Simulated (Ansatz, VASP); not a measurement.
**CdS: VASP beside Ansatz**

The input INCAR:

```
ALGO = Normal
EDIFF = 1E-7
ENCUT = 520
GGA = PE
ISIF = 2
ISMEAR = 0
LASPH = T
LCHARG = T
LELF = T
LREAL = F
LVHAR = T
LWAVE = F
NBANDS = 26
NELM = 100
PREC = Accurate
SIGMA = 0.01
```

Contents of KPOINTS:

```
k-points
0
Gamma
  6 6 4
```

File POSCAR:

```
CdS
1.0
    4.1500000000      0.0000000000      0.0000000000
   -2.0750000000      3.5940054300      0.0000000000
    0.0000000000      0.0000000000      6.7370000000
Cd S
2 2
Direct
    0.3453815261      0.6666666667      0.0000000000
    0.6666666667      0.3333333333      0.5000000000
    0.3333333333      0.6666666667      0.3750000000
    0.6666666667      0.3333333333      0.8750000000
```

Input for Ansatz:

```yaml
crystal:
  lattice:
    - [4.15, 0.0, 0.0]
    - [-2.075, 3.59400543, 0.0]
    - [0.0, 0.0, 6.737]
  atoms:
    - { symbol: Cd, position: [0.34538152610441764, 0.6666666666666666, 0.0] }
    - { symbol: Cd, position: [0.6666666666666666, 0.3333333333333333, 0.5] }
    - { symbol: S, position: [0.3333333333333333, 0.6666666666666666, 0.37499999999999994] }
    - { symbol: S, position: [0.6666666666666666, 0.3333333333333333, 0.875] }
basis:
  ecutwfc: 450.0
kpoints:
  mp_grid:
    grid: [6, 6, 4]
    shift: [0.0, 0.0, 0.0]
hamiltonian:
  xc: pbe
scf:
  occupations:
    method: fixed
output:
  forces: true
```

Alike in both runs: task single point; functional PBE; k mesh 6 × 6 × 4; no spin polarisation.

|  | VASP | Ansatz |
| --- | --- | --- |
| version | VASP 6.6.1 | Ansatz 0.2.0 |
| potentials or method | VASP PAW PBE potentials, release 64 (Cd, S), cutoff 520 eV | plane waves, PAW |
| occupations | gaussian, width 0.01 eV | fixed |
| valence electrons in the cell | 36 | 52 |

```csv
,VASP,Ansatz,Ansatz less VASP
rms of the force components (eV/Å),0.108,0.105,-0.0029
```

Atom by atom the forces differ by 0.003 eV/Å (rms over components). VASP's potentials hold 36 valence electrons a cell and Ansatz's 52, so a difference there can come from the potentials and not from the codes.
